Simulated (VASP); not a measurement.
Crystal: NaH.

```
Na H
1.0
     0.00000    2.53771    2.67958
     2.53771    0.00000    2.67958
     2.53771    2.53771    0.00000
Na H
1 1
Cartesian
  0.0000 0.0000 0.0000
  1.2689 1.2689 1.3398
```

This cell differs from its parent crystal: epitaxial xy strain -2.3%.

Base run:

- Program: VASP 6.6.1
- Functional: PBE
- Potentials or basis: VASP PAW PBE potentials, release 64 (Na_pv, H)
- Cutoff: 520 eV
- k mesh: 8 × 8 × 8
- Occupations: fermi-dirac, width 0.02 eV
- Spin: no spin polarisation

Its results: band gap on the k mesh 3.57 eV (least direct gap 4.34 eV); pressure 0.5 GPa.

**Question.** The run is repeated on the same cell with these changes: functional from PBE to r2SCAN; occupations from fermi-dirac, width 0.02 eV to gaussian, width 0.01 eV. What comes out?

**Answer.** Band gap on the k mesh 4.01 eV (least direct gap 4.76 eV); pressure 0.2 GPa.

Caveats: the structure was generated, so it needn't be the stable form of NaH; the PAW data sets were made with another functional, which shifts forces and pressure a little (at least some runs).

A k mesh can miss the band edges.
